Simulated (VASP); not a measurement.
A run of VASP 6.6.1:

Contents of INCAR:

```
PREC = Accurate
ENCUT = 600
EDIFF = 1E-7
ISMEAR = 0
SIGMA = 0.1
LREAL = F
LASPH = T
NELM = 120
ALGO = Normal
ISIF = 3
LWAVE = F
LCHARG = F
GGA = PE
IBRION = 2
NSW = 100
EDIFFG = -0.01
GGA_COMPAT = F
NELMIN = 4
```

The input KPOINTS:

```
regular mesh
0
Gamma
  12 12 8
```

Contents of POSCAR:

```
Zn2SnO
1.0
    4.2327096608      0.0000000000      0.0000000000
   -2.1163548304      3.6656340931      0.0000000000
    0.0000000000      0.0000000000      5.4783788046
Zn Sn O
2 1 1
Direct
    0.0000000000      0.0000000000      0.0000000000
    0.3333333333      0.6666666667      0.5000000000
    0.3333333333      0.6666666667      0.0000000000
    0.6666666667      0.3333333333      0.5000000000
```

Potentials or basis: VASP PAW PBE potentials, release 64 (Zn, Sn_d, O).

The run is started by

```console
$ cat potpaw_PBE.64/Zn/POTCAR potpaw_PBE.64/Sn_d/POTCAR potpaw_PBE.64/O/POTCAR > POTCAR
$ mpirun -np 1 vasp_std > vasp.out
```

Hardware: 1 thread of AMD EPYC 9R45 96-Core Processor (Zen 5), with other jobs on the host.

Q: Estimate the wall time of this run.

A: Wall time 6.7 min on 1 thread of AMD EPYC 9R45 96-Core Processor (Zen 5), on a shared host, peak memory 0.4 GiB. Counts: scf iterations 41, k points 95, ion steps 4.
